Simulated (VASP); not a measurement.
# H3C5 in VASP: notebook

Runs on H3C5. Level: LDA. Tasks: relaxation of the atoms.

Everything below comes from runs of VASP 6.6.1. Logs are shortened: lines on timing, memory, paths and dates and some standing lists are left out, and cuts for length are marked.

**1. The cell of the first run**

The cell holds a slab with vacuum, 32 atoms: a = 5.049 Å, b = 5.049 Å, c = 16.836 Å, α = 90.00°, β = 90.00°, γ = 90.00°.

**2. Relaxation of the atoms, LDA**

Contents of INCAR:

```
SYSTEM = H3C5
ALGO = Normal ; EDIFF = 1E-6
EDIFFG = -0.03 ; ENCUT = 520
IBRION = 2 ; ISIF = 2
ISMEAR = 0 ; LASPH = .TRUE.
LCHARG = .FALSE. ; LREAL = Auto
LWAVE = .FALSE. ; NELM = 100
NSW = 80 ; PREC = Accurate
SIGMA = 0.05
```

Contents of KPOINTS:

```
k-points
0
G
  2 2 1
  0 0 0
```

Contents of POSCAR:

```
H3C5
1.0
    5.0487420000      0.0000000000      0.0000000000
    0.0000000000      5.0487420000      0.0000000000
    0.0000000000      0.0000000000     16.8355610000
H C
12 20
Selective dynamics
Direct
    0.4277868800      0.0000000000      0.0593980800  F F F
    0.0722131600      0.0000000000      0.0593980800  F F F
    0.9277869200      0.0000000000      0.0593980800  F F F
    0.5722132000      0.0000000000      0.0593980800  F F F
    0.4277868800      0.5000000400      0.0593980800  F F F
    0.0722131600      0.5000000400      0.0593980800  F F F
    0.9277869200      0.5000000400      0.0593980800  F F F
    0.5722132000      0.5000000400      0.0593980800  F F F
    0.2500000200      0.4791182400      0.3466211000  T T T
    0.7500000600      0.4791182400      0.3466211000  T T T
    0.5833333800      0.6850478200      0.3282076900  T T T
    0.4166667000      1.1989690600      0.3353354600  T T T
    0.2500000200      0.0000000000      0.0970980400  F F F
    0.7500000600      0.0000000000      0.0970980400  F F F
    0.2500000200      0.5000000400      0.0970980400  F F F
    0.7500000600      0.5000000400      0.0970980400  F F F
    0.2500000200      0.2500000200      0.1501108300  F F F
    0.7500000600      0.2500000200      0.1501108300  F F F
    0.2500000200      0.7500000600      0.1501108300  F F F
    0.7500000600      0.7500000600      0.1501108300  F F F
    0.0000000000      0.2500000200      0.2031236100  T T T
    0.5000000400      0.2500000200      0.2031236100  T T T
    0.0000000000      0.7500000600      0.2031236100  T T T
    0.5000000400      0.7500000600      0.2031236100  T T T
    0.0000000000      0.0000000000      0.2561364000  T T T
    0.5000000400      0.0000000000      0.2561364000  T T T
    0.0000000000      0.5000000400      0.2561364000  T T T
    0.5000000400      0.5000000400      0.2561364000  T T T
    0.2500000200      0.0969069000      0.3067732600  T T T
    0.7500000600      0.0969069000      0.3067732600  T T T
    0.2500000200      0.4030931400      0.2853899600  T T T
    0.7500000600      0.4030931400      0.2853899600  T T T
```

Potentials or basis: VASP PAW LDA potentials, release 64 (H, C).

Run with:

```bash
$ cat potpaw_LDA.64/H/POTCAR potpaw_LDA.64/C/POTCAR > POTCAR
$ mpirun -np 1 vasp_std > vasp.out
```

OUTCAR:

```text
SYSTEM = H3C5
   EDIFF = 1E-6
   EDIFFG = -0.03
   ENCUT = 520
   IBRION = 2
   ISIF = 2
   ISMEAR = 0
   LASPH = .TRUE.
   LREAL = Auto
   NELM = 100
   NSW = 80
   PREC = Accurate

 ion  position               nearest neighbor table
   1  0.428  0.000  0.059-   4 0.73  13 1.10
   2  0.072  0.000  0.059-   3 0.73  13 1.10
   3  0.928  0.000  0.059-   2 0.73  14 1.10
   4  0.572  0.000  0.059-   1 0.73  14 1.10
   5  0.428  0.500  0.059-   8 0.73  15 1.10
   6  0.072  0.500  0.059-   7 0.73  15 1.10
   7  0.928  0.500  0.059-   6 0.73  16 1.10
   8  0.572  0.500  0.059-   5 0.73  16 1.10
   9  0.250  0.479  0.347-  31 1.10
  10  0.750  0.479  0.347-  32 1.10
  11  0.583  0.685  0.328-
  12  0.417  0.199  0.335-  29 1.10
  13  0.250  0.000  0.097-   1 1.10   2 1.10  19 1.55  17 1.55
  14  0.750  0.000  0.097-   4 1.10   3 1.10  20 1.55  18 1.55
  15  0.250  0.500  0.097-   5 1.10   6 1.10  19 1.55  17 1.55
  16  0.750  0.500  0.097-   8 1.10   7 1.10  20 1.55  18 1.55
  17  0.250  0.250  0.150-  21 1.55  22 1.55  13 1.55  15 1.55
  18  0.750  0.250  0.150-  21 1.55  22 1.55  14 1.55  16 1.55
  19  0.250  0.750  0.150-  13 1.55  23 1.55  24 1.55  15 1.55
  20  0.750  0.750  0.150-  23 1.55  14 1.55  24 1.55  16 1.55
  21  0.000  0.250  0.203-  18 1.55  17 1.55  25 1.55  27 1.55  32 2.03  31 2.03
  22  0.500  0.250  0.203-  18 1.55  17 1.55  26 1.55  28 1.55  32 2.03  31 2.03
  23  0.000  0.750  0.203-  20 1.55  25 1.55  19 1.55  27 1.55
  24  0.500  0.750  0.203-  26 1.55  20 1.55  19 1.55  28 1.55
  25  0.000  0.000  0.256-  23 1.55  21 1.55  30 1.60  29 1.60
  26  0.500  0.000  0.256-  24 1.55  22 1.55  30 1.60  29 1.60
  27  0.000  0.500  0.256-  32 1.44  31 1.44  23 1.55  21 1.55
  28  0.500  0.500  0.256-  32 1.44  31 1.44  24 1.55  22 1.55
  29  0.250  0.097  0.307-  12 1.10  31 1.59  26 1.60  25 1.60
  30  0.750  0.097  0.307-  32 1.59  25 1.60  26 1.60
  31  0.250  0.403  0.285-   9 1.10  27 1.44  28 1.44  29 1.59  22 2.03  21 2.03
  32  0.750  0.403  0.285-  10 1.10  27 1.44  28 1.44  30 1.59  21 2.03  22 2.03

  LATTYP: Found a simple tetragonal cell.
 ALAT       =     5.0487420000
 C/A-ratio  =     3.3346051353

  Lattice vectors:

 A1 = (   5.0487420000,   0.0000000000,   0.0000000000)
 A2 = (   0.0000000000,   5.0487420000,   0.0000000000)
 A3 = (   0.0000000000,   0.0000000000,  16.8355610000)

Analysis of symmetry for initial positions (statically):
=====================================================================
 Subroutine PRICEL returns:
 Original cell was already a primitive cell.

 Routine SETGRP: Setting up the symmetry group for a
 simple tetragonal supercell.

 Subroutine GETGRP returns: Found  1 space group operations
 (whereof  1 operations were pure point group operations)
 out of a pool of 16 trial point group operations.

The static configuration has the point symmetry C_1 .

Analysis of symmetry for dynamics (positions and initial velocities):
=====================================================================
 Subroutine PRICEL returns:
 Original cell was already a primitive cell.

 Routine SETGRP: Setting up the symmetry group for a
 simple tetragonal supercell.

 Subroutine GETGRP returns: Found  1 space group operations
 (whereof  1 operations were pure point group operations)
 out of a pool of 16 trial point group operations.

The dynamic configuration has the point symmetry C_1 .

Analysis of constrained symmetry for selective dynamics:
=====================================================================
 Subroutine PRICEL returns:
 Original cell was already a primitive cell.

 Routine SETGRP: Setting up the symmetry group for a
 simple tetragonal supercell.

 Subroutine GETGRP returns: Found  1 space group operations
 (whereof  1 operations were pure point group operations)
 out of a pool of 16 trial point group operations.

The constrained configuration has the point symmetry C_1 .

 Subroutine INISYM returns: Found  1 space group operations
 (whereof  1 operations are pure point group operations),
 and found     1 'primitive' translations

----------------------------------------------------------------------------------------

                                     Primitive cell
[... 94 lines left out ...]

  Length of vectors
     0.099034571  0.099034571  0.059398080

  Shift w.r.t. Gamma in fractional coordinates (k-lattice)
     0.000000000  0.000000000  0.000000000

 Subroutine IBZKPT returns following result:
 ===========================================

 Found      4 irreducible k-points:

 Following reciprocal coordinates:
            Coordinates               Weight
  0.000000  0.000000  0.000000      1.000000
  0.500000  0.000000  0.000000      1.000000
  0.000000  0.500000  0.000000      1.000000
  0.500000  0.500000  0.000000      1.000000
   k-points           NKPTS =      4   k-points in BZ     NKDIM =      4   number of bands    NBANDS=     63
   number of dos      NEDOS =    301   number of ions     NIONS =     32
   total plane-waves  NPLWV = 201600
   dimension x,y,z NGX =    40 NGY =   40 NGZ =  126
   dimension x,y,z NGXF=    80 NGYF=   80 NGZF=  252
   ions per type =              12  20
   NGX,Y,Z   is equivalent  to a cutoff of  13.17, 13.17, 12.44 a.u.
   NGXF,Y,Z  is equivalent  to a cutoff of  26.34, 26.34, 24.88 a.u.
 SYSTEM =  H3C5
   PREC   = accura    normal or accurate (medium, high low for compatibility)
   ISTART =      0    job   : 0-new  1-cont  2-samecut
   ICHARG =      2    charge: 1-file 2-atom 10-const
   ISPIN  =      1    spin polarized calculation?
   LNONCOLLINEAR =      F non collinear calculations
   LSORBIT =      F    spin-orbit coupling
   LASPH  =      T    aspherical Exc in radial PAW
   ENCUT  =  520.0 eV  38.22 Ry    6.18 a.u.   9.39  9.39 31.30*2*pi/ulx,y,z
   NELM   =    100;   NELMIN=  2; NELMDL= -5     # of ELM steps
   EDIFF  = 0.1E-05   stopping-criterion for ELM
   LREAL  =      T    real-space projection
   EDIFFG = -.3E-01   stopping-criterion for IOM
   NSW    =     80    number of steps for IOM
   IBRION =      2    ionic relax: 0-MD 1-quasi-New 2-CG
   NFREE  =      1    steps in history (QN), initial steepest desc. (CG)
   ISIF   =      2    stress and relaxation
   ISYM   =      2    0-nonsym 1-usesym 2-fastsym
   POTIM  = 0.5000    time-step for ionic-motion
   TEBEG  =    0.0;   TEEND  =   0.0 temperature during run
   PSTRESS=    0.0 pullay stress
   NELECT =      92.0000    total number of electrons
   NUPDOWN=      -1.0000    fix difference up-down
   EMIN   =  10.00;   EMAX   =-10.00  energy-range for DOS
   EFERMI =   0.00;   METHOD = LEGACY
   ISMEAR =     0;   SIGMA  =   0.05  broadening in eV -4-tet -1-fermi 0-gaus
   EFERMI_NEDOS =   21; number of points for ismear=-14 and -15
   IALGO  =     38    algorithm
   IMIX   =      4    mixing-type and parameters
     AMIX     =   0.40;   BMIX     =  1.00
     AMIX_MAG =   1.60;   BMIX_MAG =  1.00
  volume/ion in A,a.u.               =      13.41        90.50
  Fermi-wavevector in a.u.,A,eV,Ry     =   0.979805  1.851562 13.061824  0.960017
  Thomas-Fermi vector in A             =   2.110686
   LORBIT       =      0    0 simple, 1 ext, 2 COOP (PROOUT), +10 PAW based schemes
   GGA     = CA    functional components
   LHFCALC =     F    Hartree Fock is set to
   AEXX    =    0.0000 exact exchange contribution
   IVDW    =     0    specifies the selected vdW correction
   LEPSILON=     F    determine dielectric tensor
   LRPA    =     F    only Hartree local field effects (RPA)
 conjugate gradient relaxation of ions
 non-spin polarized calculation
 Gauss-broadening in eV      SIGMA  =   0.05
  energy-cutoff  :      520.00
  volume of cell :      429.14
 maximum number of plane-waves:     11574
 NGX is ok and might be reduce to    40
   NGX = 19   NGY = 19   NGZ = 63

--------------------------------------- Ionic step        1  -------------------------------------------

 number of electron      92.0000008 magnetization

 Free energy of the ion-electron system (eV)
  ---------------------------------------------------
  ext. energy  EPLUGINS =         0.00000000
  ---------------------------------------------------
  free energy    TOTEN  =      -216.87542472 eV

  energy without entropy =     -216.87440324  energy(sigma->0) =     -216.87491398

------------------------ aborting loop because EDIFF is reached ----------------------------------------

  FORCE on cell =-STRESS in cart. coord.  units (eV):
  Direction    XX          YY          ZZ          XY          YZ          ZX
  --------------------------------------------------------------------------------------
  -------------------------------------------------------------------------------------
  Total       78.4873290    -13.6524517     14.1525089     -3.6952632      0.3693678      1.0832562
  in kB      293.0327653    -50.9714845     52.8384502    -13.7962803      1.3790364      4.0443413
  external PRESSURE =      98.2999103 kB  Pullay stress =       0.0000000 kB
[... 179 lines left out ...]
  FREE ENERGIE OF THE ION-ELECTRON SYSTEM (eV)
  ---------------------------------------------------
  free  energy   TOTEN  =      -221.1876022450 eV

  energy  without entropy=     -221.1876022450  energy(sigma->0) =     -221.18760224

[... ionic steps 4 to 46 ...]

--------------------------------------- Ionic step       47  -------------------------------------------

 number of electron      92.0000007 magnetization

------------------------ aborting loop because EDIFF is reached ----------------------------------------
[... 127 lines left out ...]
--------------------------------------- Ionic step       49  -------------------------------------------

 number of electron      92.0000007 magnetization

 Free energy of the ion-electron system (eV)
  ---------------------------------------------------
  ext. energy  EPLUGINS =         0.00000000
  ---------------------------------------------------
  free energy    TOTEN  =      -231.02715923 eV

  energy without entropy =     -231.02715923  energy(sigma->0) =     -231.02715923

 E-fermi :   1.2239     XC(G=0):  -5.3298

 val. band max:        0.9295295300   @ k =   0.0000   0.5000   0.0000
 cond. band min:       2.9402476228   @ k =   0.0000   0.0000   0.0000
 fundamental gap:      2.0107180928
 Fermi energy:         1.2239077014

 k-point     1 :       0.0000    0.0000    0.0000
  band No.  band energies     occupation
      1     -20.1979      2.00000
      2     -17.9159      2.00000
      3     -15.9772      2.00000
      4     -15.5938      2.00000
      5     -15.5310      2.00000
      6     -15.5264      2.00000
[... 233 lines left out ...]
     57       6.5988      0.00000
     58       6.5991      0.00000
 [bands above 58 left out]

------------------------ aborting loop because EDIFF is reached ----------------------------------------

  FORCE on cell =-STRESS in cart. coord.  units (eV):
  Direction    XX          YY          ZZ          XY          YZ          ZX
  --------------------------------------------------------------------------------------
  -------------------------------------------------------------------------------------
  Total       63.5035780    -15.9994262     -6.5117943     -0.0077595      0.1214442      0.0020972
  in kB      237.0908696    -59.7339233    -24.3118108     -0.0289700      0.4534125      0.0078300
  external PRESSURE =      51.0150452 kB  Pullay stress =       0.0000000 kB
[... 47 lines left out ...]
  FREE ENERGIE OF THE ION-ELECTRON SYSTEM (eV)
  ---------------------------------------------------
  free  energy   TOTEN  =      -231.0271592268 eV

  energy  without entropy=     -231.0271592268  energy(sigma->0) =     -231.02715923

 reached required accuracy - stopping structural energy minimisation
```

Run time: 1.5 h. Hardware: 1 thread of Intel Xeon Platinum 8259CL at 2.50GHz (Skylake/Cascade Lake), shared host; peak memory 0.4 GiB.

What came out:

| Quantity | Value |
| --- | --- |
| Free energy | -231.0272 eV |
| Energy gained by relaxing | 442.2 meV/atom |
| Ionic steps | 49 |
| Band gap on the k mesh | 2.01 eV (least direct gap 2.05 eV) |

Step by step:
| step | energy change (eV) | largest force on free atoms (eV/Å) | pressure (GPa) |
| --- | --- | --- | --- |
| 1 | 0.0000 | 8.2484 | 9.83 |
| 3 | -4.3122 | 6.4946 | 9.34 |
| 5 | -6.0314 | 4.1519 | 8.57 |
| 7 | -7.7272 | 3.5659 | 7.11 |
| 9 | -9.3475 | 4.1305 | 5.44 |
| 11 | -11.4464 | 4.6796 | 3.66 |
| 13 | -12.3231 | 3.4482 | 3.56 |
| 15 | -12.9430 | 1.8050 | 3.50 |
| 17 | -13.4195 | 2.0104 | 3.68 |
| 19 | -13.7325 | 1.4088 | 4.26 |
| 21 | -13.9874 | 0.8074 | 4.96 |
| 23 | -14.0636 | 0.6515 | 5.10 |
| 25 | -14.1013 | 0.5526 | 5.19 |
| 27 | -14.1190 | 0.3182 | 5.21 |
| 29 | -14.1285 | 0.2514 | 5.22 |
| 31 | -14.1375 | 0.1797 | 5.23 |
| 33 | -14.1436 | 0.1763 | 5.21 |
| 35 | -14.1468 | 0.1209 | 5.16 |
| 37 | -14.1482 | 0.0779 | 5.14 |
| 39 | -14.1494 | 0.0733 | 5.11 |
| 41 | -14.1503 | 0.0661 | 5.09 |
| 43 | -14.1510 | 0.0524 | 5.09 |
| 45 | -14.1514 | 0.0653 | 5.09 |
| 47 | -14.1516 | 0.0320 | 5.10 |
| 49 | -14.1517 | 0.0266 | 5.10 |

Final structure:
```
CELL_PARAMETERS angstrom
5.04874 0.00000 0.00000
0.00000 5.04874 0.00000
0.00000 0.00000 16.83556
ATOMIC_POSITIONS crystal
H 0.42779 0.00000 0.05940
H 0.07221 0.00000 0.05940
H 0.92779 0.00000 0.05940
H 0.57221 0.00000 0.05940
H 0.42779 0.50000 0.05940
H 0.07221 0.50000 0.05940
H 0.92779 0.50000 0.05940
H 0.57221 0.50000 0.05940
H 0.25013 0.49444 0.36388
H 0.75015 0.49604 0.36376
H 0.74981 0.00415 0.36377
H 0.25032 0.00292 0.36362
C 0.25000 0.00000 0.09710
C 0.75000 0.00000 0.09710
C 0.25000 0.50000 0.09710
C 0.75000 0.50000 0.09710
C 0.25000 0.25000 0.15011
C 0.75000 0.25000 0.15011
C 0.25000 0.75000 0.15011
C 0.75000 0.75000 0.15011
C 0.99994 0.24988 0.19840
C 0.50002 0.24986 0.19837
C 0.00000 0.74987 0.20655
C 0.49995 0.74991 0.20656
C 0.99988 0.01680 0.25564
C 0.49999 0.01679 0.25562
C 0.00003 0.48273 0.25569
C 0.49997 0.48283 0.25566
C 0.25000 0.08869 0.30316
C 0.74986 0.08895 0.30318
C 0.25003 0.41029 0.30323
C 0.74994 0.41074 0.30320
```

Caveat: the k points lie up to 0.62 Å⁻¹ apart; there is no dipole correction, which matters where the two faces differ.

(Continued in part 2 of 2.)
